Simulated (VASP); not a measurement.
Set up this calculation in VASP 6.6.1, as the native input.

- Task: single point
- Functional: LDA
- Potentials or basis: VASP PAW LDA potentials, release 64 (Mg)
- Cutoff: 520 eV
- k mesh: 16 × 16 × 16
- Occupations: fermi-dirac, width 0.03 eV
- Spin: no spin polarisation
- Dipole correction: no
- Further INCAR settings: ALGO = Normal; EDIFF = 1e-06; NBANDS = 7

The structure of Mg lies in POSCAR:

```
Mg
1.0
    0.0000000000      2.2291934254      2.2291934254
    2.2291934254      0.0000000000      2.2291934254
    2.2291934254      2.2291934254      0.0000000000
Mg
1
Direct
    0.0000000000      0.0000000000      0.0000000000
```

This isn't the form of Mg at room conditions, which is hcp.

The input as run:

INCAR

```
PREC     = Accurate       # precision mode
ENCUT    = 520            # plane-wave cutoff, eV
EDIFF    = 1E-6           # SCF threshold, eV
ISMEAR   = -1             # smearing method
SIGMA    = 0.03           # smearing width, eV
LREAL    = F              # projectors in reciprocal space
LASPH    = T              # aspherical terms in the spheres
NELM     = 100            # most SCF steps
ALGO     = Normal         # electronic algorithm
ISIF     = 2              # what is computed and relaxed
LWAVE    = F              # write WAVECAR
LCHARG   = F              # write CHGCAR
GGA      = CA             # functional
NBANDS   = 7              # bands
```

KPOINTS

```
Automatic mesh
0
Gamma
  16 16 16
```

Potentials or basis: VASP PAW LDA potentials, release 64 (Mg).

Run with:

```bash
$ cat potpaw_LDA.64/Mg/POTCAR > POTCAR
$ mpirun -np 1 vasp_std > vasp.out
```

It gave:

| Property | Result |
| --- | --- |
| Pressure | -1.0 GPa |
| Band gap on the k mesh | zero (bands 1 and 2 overlap by 2.79 eV) |

Run time: 7.6 s on 1 thread of Intel(R) Xeon(R) Platinum 8259CL CPU @ 2.50GHz (Skylake/Cascade Lake), with other jobs on the host, peak memory 0.14 GiB.
